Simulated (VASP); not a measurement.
Runs of VASP 6.6.1 on Zr3CdC. The structure is that of space group Pm-3m (No. 221), or close to it. The cells are those of the table. 

```csv
task,cell,k mesh,cutoff (eV),gap on the mesh (eV),pressure (GPa)
single point,"a = 4.479 Å, 5 atoms",8 × 8 × 8,520,none,9.4
single point,"a = 4.617 Å, 5 atoms",8 × 8 × 8,520,none,-3.5
single point,"a = 4.720 Å, 5 atoms",8 × 8 × 8,520,none,(a)
single point,"a = 4.381 Å, 5 atoms",8 × 8 × 8,520,none,(c)
single point,"a = 4.526 Å, 5 atoms",8 × 8 × 8,520,none,4.4
single point,"a = 4.336 Å, 5 atoms",4 × 4 × 4,520,none,(b)
single point,"a = 4.572 Å, 5 atoms",8 × 8 × 8,520,none,0.2
single point,"a = 4.570 Å, 5 atoms",4 × 4 × 4,520,none,0.3
relaxation of cell and atoms,"relaxed from a = 4.336 Å, 5 atoms",4 × 4 × 4,600,none,-0.2
single point,"a = 4.431 Å, 5 atoms",8 × 8 × 8,520,none,15.2
single point,"a = 4.662 Å, 5 atoms",8 × 8 × 8,520,none,-6.6
```

Alike in all rows: level PBE; potentials or basis VASP PAW PBE potentials, release 64 (Zr_sv, Cd, C); no spin polarisation; smearing gaussian 0.1 eV.

Fill in the values left out.

(a) -10.1; (b) 28.6; (c) 21.9.

Caveats: some runs use coarse meshes; the cell stands under pressure (at least some runs); the cell stands under tension (at least some runs).

A k mesh can miss the band edges, and the runs leave out spin-orbit coupling on Cd, Zr.

A gap of «none» marks levels without a gap at the run's occupations.
